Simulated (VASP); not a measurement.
# SnO2 (R-3m) in VASP: notebook, part 2 of 2

VASP 6.6.1. The steps go on from the part before.

### 3 Single point, PBEsol

This run uses another cell than the first one, of 13.93 Å³/atom.

The input, INCAR:

```
SYSTEM = SnO2
PREC     = Accurate       ! precision mode
ENCUT    = 520            ! plane-wave cutoff, eV
EDIFF    = 1E-6           ! SCF threshold, eV
ISMEAR   = 0              ! smearing method
SIGMA    = 0.05           ! smearing width, eV
LREAL    = .False.        ! projectors in reciprocal space
LASPH    = .True.         ! aspherical terms in the spheres
NELM     = 80             ! most SCF steps
ALGO     = Normal         ! electronic algorithm
ISIF     = 2              ! what is computed and relaxed
LWAVE    = .False.        ! write WAVECAR
LCHARG   = .False.        ! write CHGCAR
GGA      = PS             ! functional
NBANDS   = 20             ! bands
```

The input, KPOINTS:

```
Automatic mesh
0
Gamma
  12 12 12
  0 0 0
```

The input, POSCAR:

```
SnO2
1.0
    1.6321500000      0.9423222419      4.5279666667
   -1.6321500000      0.9423222419      4.5279666667
    0.0000000000     -1.8846444837      4.5279666667
Sn O
1 2
Direct
    0.5000000000      0.5000000000      0.5000000000
    0.2414378084      0.2414378084      0.2414378084
    0.7585621916      0.7585621916      0.7585621916
```

Potentials or basis: VASP PAW PBE potentials, release 64 (Sn_d, O).

Started as:

```bash
cat potpaw_PBE.64/Sn_d/POTCAR potpaw_PBE.64/O/POTCAR > POTCAR
mpirun -np 1 vasp_std > vasp.out
```

OUTCAR:

```text
SYSTEM = SnO2
   PREC = Accurate
   ENCUT = 520
   EDIFF = 1E-6
   ISMEAR = 0
   LREAL = .False.
   LASPH = .True.
   NELM = 80
   ISIF = 2
   GGA = PS

 ion  position               nearest neighbor table
   1  0.500  0.500  0.500-   2 2.14   2 2.14   3 2.14   3 2.14   2 2.14   3 2.14
   2  0.241  0.241  0.241-   1 2.14   1 2.14   1 2.14
   3  0.759  0.759  0.759-   1 2.14   1 2.14   1 2.14

  LATTYP: Found a trigonal (rhomboedric) cell.
 ALAT       =     4.9045251518
 COS(alpha) =     0.7785089396

  Lattice vectors:

 A1 = (   1.6321500000,   0.9423222419,   4.5279666667)
 A2 = (  -1.6321500000,   0.9423222419,   4.5279666667)
 A3 = (   0.0000000000,  -1.8846444837,   4.5279666667)

Analysis of symmetry for initial positions (statically):
=====================================================================
 Subroutine PRICEL returns:
 Original cell was already a primitive cell.

 Routine SETGRP: Setting up the symmetry group for a
 trigonal (rhombohedral) supercell.

 Subroutine GETGRP returns: Found 12 space group operations
 (whereof 12 operations were pure point group operations)
 out of a pool of 12 trial point group operations.
[... 159 lines left out ...]
  ext. energy  EPLUGINS =         0.00000000
  ---------------------------------------------------
  free energy    TOTEN  =       -19.27577630 eV

  energy without entropy =      -19.27577630  energy(sigma->0) =      -19.27577630

 E-fermi :   4.0472     XC(G=0): -10.5593

 val. band max:        3.8189939962   @ k =  -0.0833   0.0833   0.0000
 cond. band min:       5.2637533492   @ k =   0.0000   0.0000   0.0000
 fundamental gap:      1.4447593531
 Fermi energy:         4.0472032279

 k-point     1 :       0.0000    0.0000    0.0000
  band No.  band energies     occupation
      1     -16.2210      2.00000
      2     -16.0261      2.00000
      3     -16.0261      2.00000
      4     -15.8646      2.00000
      5     -15.8646      2.00000
      6     -14.1310      2.00000
[... 541 lines left out ...]
     19      17.0469      0.00000
     20      18.0932      0.00000

 [... further k-points ...]
[... 5 lines left out ...]
  --------------------------------------------------------------------------------------
  -------------------------------------------------------------------------------------
  Total       -2.2622817     -2.2622817     -1.3564154      0.0000000     -0.0000000      0.0000000
  in kB      -86.7447651    -86.7447651    -52.0102935      0.0000000     -0.0000000      0.0000000
  external PRESSURE =     -75.1666079 kB  Pullay stress =       0.0000000 kB

 VOLUME and BASIS-vectors are now :
 -----------------------------------------------------------------------------
  energy-cutoff  :      520.00
  volume of cell :       41.78
      direct lattice vectors                 reciprocal lattice vectors
     1.632150000  0.942322242  4.527966667     0.306344392  0.176868017  0.073616561
    -1.632150000  0.942322242  4.527966667    -0.306344392  0.176868017  0.073616561
     0.000000000 -1.884644484  4.527966667     0.000000000 -0.353736035  0.073616561

 POSITION                                       TOTAL-FORCE (eV/Angst)
 -----------------------------------------------------------------------------------
      0.00000      0.00000      6.79195         0.000000     -0.000000      0.000000
      0.00000      0.00000      3.27967        -0.000000     -0.000000     -0.552845
      0.00000      0.00000     10.30423        -0.000000      0.000000      0.552845
 -----------------------------------------------------------------------------------
    total drift:                               -0.000000     -0.000000      0.000000

  FREE ENERGIE OF THE ION-ELECTRON SYSTEM (eV)
  ---------------------------------------------------
  free  energy   TOTEN  =       -19.2757763044 eV

  energy  without entropy=      -19.2757763044  energy(sigma->0) =      -19.27577630
```

OSZICAR:

```text
N       E                     dE             d eps       ncg     rms          rms(c)
DAV:   1     0.255274076510E+03    0.25527E+03   -0.13957E+04  7920   0.193E+03
DAV:   2     0.677150270341E+01   -0.24850E+03   -0.23560E+03  8208   0.491E+02
DAV:   3    -0.210147155946E+02   -0.27786E+02   -0.27459E+02  8936   0.140E+02
DAV:   4    -0.218043931296E+02   -0.78968E+00   -0.78894E+00  8292   0.252E+01
DAV:   5    -0.218196412684E+02   -0.15248E-01   -0.15248E-01  9116   0.373E+00    0.974E+00
DAV:   6    -0.193384602683E+02    0.24812E+01   -0.97957E+00 11828   0.548E+01    0.424E+00
DAV:   7    -0.193048381579E+02    0.33622E-01   -0.55628E-01  7800   0.604E+00    0.203E+00
DAV:   8    -0.192771795028E+02    0.27659E-01   -0.72658E-02  8004   0.270E+00    0.402E-01
DAV:   9    -0.192753250628E+02    0.18544E-02   -0.96090E-03 11400   0.130E+00    0.868E-02
DAV:  10    -0.192757413441E+02   -0.41628E-03   -0.15878E-03  7820   0.370E-01    0.353E-02
DAV:  11    -0.192757728650E+02   -0.31521E-04   -0.50129E-05 10264   0.825E-02    0.195E-02
DAV:  12    -0.192757760090E+02   -0.31440E-05   -0.79714E-06  7888   0.237E-02    0.676E-03
DAV:  13    -0.192757763044E+02   -0.29533E-06   -0.10399E-06  6664   0.824E-03
   1 F= -.19275776E+02 E0= -.19275776E+02  d E =-.127304E-12
```

stdout:

```text
POSCAR found type information on POSCAR SnO
 POSCAR found :  2 types and       3 ions
 scaLAPACK will be used
 -----------------------------------------------------------------------------
|                                                                             |
|                                                                             |
|     You enforced a specific xc type in the INCAR file but a different       |
|     I HOPE YOU KNOW WHAT YOU ARE DOING!                                     |
|                                                                             |
 -----------------------------------------------------------------------------

 LDA part: xc-table for (Slater+PW92), standard interpolation
 POSCAR, INCAR and KPOINTS ok, starting setup
 FFT: planning ... GRIDC
 FFT: planning ... GRID_SOFT
 FFT: planning ... GRID
 WAVECAR not read
 entering main loop
```

Wall time 1.9 min (1 thread of AMD EPYC 9R45 (Zen 5), shared host); peak memory 0.27 GiB.

Results:

```
Free energy            : -19.2758 eV
Pressure               : -7.5 GPa
Largest force          : 0.553 eV/Å
Band gap on the k mesh : 1.44 eV (least direct gap 1.46 eV)
```

Forces in eV/Å, atoms in the order of the input:
```
Sn   0.000  0.000  0.000
O    0.000  0.000 -0.553
O    0.000  0.000  0.553
```

Caveat: the cell stands under tension; the PAW data sets were made with another functional, which shifts forces and pressure a little; spin-orbit coupling is left out, which moves the levels of the heavy elements. A k mesh can miss the band edges.

### 4 Single point, PBEsol

This run uses another cell than the first one, of 14.01 Å³/atom.

The input, INCAR:

```
ALGO = Normal ; EDIFF = 1E-7
ENCUT = 520 ; GGA = PS
ISIF = 2 ; ISMEAR = 0
LASPH = True ; LCHARG = False
LREAL = False ; LWAVE = False
NBANDS = 20 ; NELM = 100
PREC = Accurate ; SIGMA = 0.05
```

The input, KPOINTS:

```
k-points
0
Gamma
  12 12 12
```

The input, POSCAR:

```
SnO2
1.0
    1.6589000000      0.9577663616      4.4103567335
   -1.6589000000      0.9577663616      4.4103567335
    0.0000000000     -1.9155327231      4.4103567335
Sn O
1 2
Direct
    0.5000000000      0.5000000000      0.5000000000
    0.2414378084      0.2414378084      0.2414378084
    0.7585621916      0.7585621916      0.7585621916
```

Potentials or basis: VASP PAW PBE potentials, release 64 (Sn_d, O).

Started as:

```bash
cat potpaw_PBE.64/Sn_d/POTCAR potpaw_PBE.64/O/POTCAR > POTCAR
mpirun -np 1 vasp_std > vasp.out
```

OUTCAR:

```text
EDIFF = 1E-7
   ENCUT = 520
   GGA = PS
   ISIF = 2
   ISMEAR = 0
   LASPH = True
   LREAL = False
   NELM = 100
   PREC = Accurate

 ion  position               nearest neighbor table
   1  0.500  0.500  0.500-   2 2.16   2 2.16   3 2.16   3 2.16   2 2.16   3 2.16
   2  0.241  0.241  0.241-   1 2.16   1 2.16   1 2.16
   3  0.759  0.759  0.759-   1 2.16   1 2.16   1 2.16

  LATTYP: Found a trigonal (rhomboedric) cell.
 ALAT       =     4.8083793663
 COS(alpha) =     0.7619473830

  Lattice vectors:

 A1 = (   1.6589000000,   0.9577663616,   4.4103567335)
 A2 = (  -1.6589000000,   0.9577663616,   4.4103567335)
 A3 = (   0.0000000000,  -1.9155327231,   4.4103567335)

Analysis of symmetry for initial positions (statically):
=====================================================================
 Subroutine PRICEL returns:
 Original cell was already a primitive cell.

 Routine SETGRP: Setting up the symmetry group for a
 trigonal (rhombohedral) supercell.

 Subroutine GETGRP returns: Found 12 space group operations
 (whereof 12 operations were pure point group operations)
[... 157 lines left out ...]

 Free energy of the ion-electron system (eV)
  ---------------------------------------------------
  ext. energy  EPLUGINS =         0.00000000
  ---------------------------------------------------
  free energy    TOTEN  =       -19.21838742 eV

  energy without entropy =      -19.21838742  energy(sigma->0) =      -19.21838742

 E-fermi :   4.1895     XC(G=0): -10.5653

 val. band max:        3.8859578537   @ k =  -0.0833   0.0833   0.0000
 cond. band min:       4.9813399076   @ k =   0.0000   0.0000   0.0000
 fundamental gap:      1.0953820539
 Fermi energy:         4.1894656954

 k-point     1 :       0.0000    0.0000    0.0000
  band No.  band energies     occupation
      1     -16.2514      2.00000
      2     -16.0517      2.00000
      3     -16.0517      2.00000
      4     -15.9199      2.00000
      5     -15.9199      2.00000
      6     -14.0218      2.00000
[... 541 lines left out ...]
     19      17.1030      0.00000
     20      17.9943      0.00000

 [... further k-points ...]
[... 5 lines left out ...]
  --------------------------------------------------------------------------------------
  -------------------------------------------------------------------------------------
  Total       -3.4540751     -3.4540751     -1.3656127      0.0000000     -0.0000000      0.0000000
  in kB     -131.6247640   -131.6247640    -52.0395294      0.0000000     -0.0000000      0.0000000
  external PRESSURE =    -105.0963525 kB  Pullay stress =       0.0000000 kB

 VOLUME and BASIS-vectors are now :
 -----------------------------------------------------------------------------
  energy-cutoff  :      520.00
  volume of cell :       42.04
      direct lattice vectors                 reciprocal lattice vectors
     1.658900000  0.957766362  4.410356733     0.301404545  0.174015995  0.075579676
    -1.658900000  0.957766362  4.410356733    -0.301404545  0.174015995  0.075579676
     0.000000000 -1.915532723  4.410356733     0.000000000 -0.348031991  0.075579676

 POSITION                                       TOTAL-FORCE (eV/Angst)
 -----------------------------------------------------------------------------------
      0.00000      0.00000      6.61554        -0.000000     -0.000000     -0.000000
      0.00000      0.00000      3.19448         0.000000     -0.000000     -0.503675
      0.00000      0.00000     10.03659         0.000000      0.000000      0.503675
 -----------------------------------------------------------------------------------
    total drift:                               -0.000000     -0.000000      0.000000

  FREE ENERGIE OF THE ION-ELECTRON SYSTEM (eV)
  ---------------------------------------------------
  free  energy   TOTEN  =       -19.2183874212 eV

  energy  without entropy=      -19.2183874212  energy(sigma->0) =      -19.21838742
```

OSZICAR:

```text
N       E                     dE             d eps       ncg     rms          rms(c)
DAV:   1     0.252573183489E+03    0.25257E+03   -0.13824E+04  7972   0.192E+03
DAV:   2     0.665108060370E+01   -0.24592E+03   -0.23343E+03  8288   0.489E+02
DAV:   3    -0.209890635176E+02   -0.27640E+02   -0.27332E+02  8844   0.139E+02
DAV:   4    -0.217785770869E+02   -0.78951E+00   -0.78877E+00  8356   0.252E+01
DAV:   5    -0.217939494369E+02   -0.15372E-01   -0.15372E-01  9072   0.375E+00    0.969E+00
DAV:   6    -0.192877852790E+02    0.25062E+01   -0.10007E+01 11872   0.554E+01    0.420E+00
DAV:   7    -0.192483403945E+02    0.39445E-01   -0.56343E-01  7796   0.608E+00    0.202E+00
DAV:   8    -0.192197156525E+02    0.28625E-01   -0.79048E-02  8072   0.284E+00    0.383E-01
DAV:   9    -0.192179207278E+02    0.17949E-02   -0.10383E-02 11480   0.126E+00    0.895E-02
DAV:  10    -0.192183461782E+02   -0.42545E-03   -0.15566E-03  7848   0.384E-01    0.345E-02
DAV:  11    -0.192183838361E+02   -0.37658E-04   -0.55996E-05  9884   0.904E-02    0.196E-02
DAV:  12    -0.192183870999E+02   -0.32638E-05   -0.96234E-06  8864   0.263E-02    0.678E-03
DAV:  13    -0.192183874358E+02   -0.33586E-06   -0.11823E-06  8192   0.805E-03    0.946E-04
DAV:  14    -0.192183874212E+02    0.14579E-07   -0.12067E-07  6444   0.396E-03
   1 F= -.19218387E+02 E0= -.19218387E+02  d E =-.130715E-19
```

Run time: 2.2 min. Hardware: 1 thread of AMD EPYC 9R45 (Zen 5), shared host; peak memory 0.27 GiB.

Results:

| Item | Value |
| --- | --- |
| Free energy | -19.2184 eV |
| Pressure | -10.5 GPa |
| Largest force | 0.504 eV/Å |
| Band gap on the k mesh | 1.10 eV |

Forces on the atoms (eV/Å):
```
Sn   0.000  0.000  0.000
O    0.000  0.000 -0.504
O    0.000  0.000  0.504
```

Caveat: the stress differs along the axes, from -13 to -5 GPa; the PAW data sets were made with another functional, which shifts forces and pressure a little; spin-orbit coupling is left out, which moves the levels of the heavy elements. A k mesh can miss the band edges.

### 5 Summary

| cell | gap on the mesh (eV) | pressure (GPa) | largest force (eV/Å) |
| --- | --- | --- | --- |
| a = 5.002 Å, angles 37.4°, 3 atoms | 1.80 | -4.2 | 0.60 |
| a = 4.905 Å, angles 38.9°, 3 atoms | 1.44 | -7.5 | 0.55 |
| a = 4.808 Å, angles 40.4°, 3 atoms | 1.10 | -10.5 | 0.50 |

Alike in all rows: task single point; level PBEsol; potentials or basis VASP PAW PBE potentials, release 64 (Sn_d, O); no spin polarisation; k mesh 12 × 12 × 12; cutoff (eV) 520; smearing gaussian 0.05 eV.

Caveats: the PAW data sets were made with another functional, which shifts forces and pressure a little; spin-orbit coupling is left out, which moves the levels of the heavy elements; the cell stands under tension (at least some runs); the stress differs along the axes, from -13 to -5 GPa (at least some runs).

Absolute energies hang on the potentials; compare differences alone.
